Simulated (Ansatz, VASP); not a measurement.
# SiSe2 in VASP and in Ansatz

```xyz
6
Lattice="-3.1358 4.6593 2.9272 3.1358 -4.6593 2.9272 3.1358 4.6593 -2.9272" Properties=species:S:1:pos:R:3 pbc="T T T"
Si    0.0000    0.0000    4.3907
Si    0.0000    0.0000    1.4636
Se    1.2933    1.1927    0.0000
Se    1.8425    3.4667    2.9272
Se    1.2933   -1.1927    2.9272
Se    1.8425    5.8520    0.0000
```

Alike in both runs: functional PBEsol; k mesh 8 × 8 × 8; occupations gaussian, width 0.02 eV; no spin polarisation.

Ansatz relaxed the structure, and its values are those at the end. VASP's run is a single point on that final structure, the one shown.

|  | VASP | Ansatz |
| --- | --- | --- |
| version | VASP 6.6.1 | Ansatz 0.2.0 |
| potentials or method | VASP PAW PBE potentials, release 64 (Si, Se), cutoff 500 eV | scalar-relativistic, plane waves, PAW |
| valence electrons in the cell | 32 | 72 |

|  | VASP | Ansatz | Ansatz less VASP |
| --- | --- | --- | --- |
| gap on the k mesh at the Fermi level (eV) | 1.67 | 1.66 | -0.006 |
| least direct gap on the mesh (eV) | 1.73 | 1.72 | -0.006 |
| pressure (GPa) | 0.2 | 0.0 | -0.20 |
| rms of the force components (eV/Å) | 0.028 | 0.003 | -0.0256 |

VASP's potentials were made for PBE, not for PBEsol. VASP's potentials hold 32 valence electrons a cell and Ansatz's 72, so a difference there can come from the potentials and not from the codes.
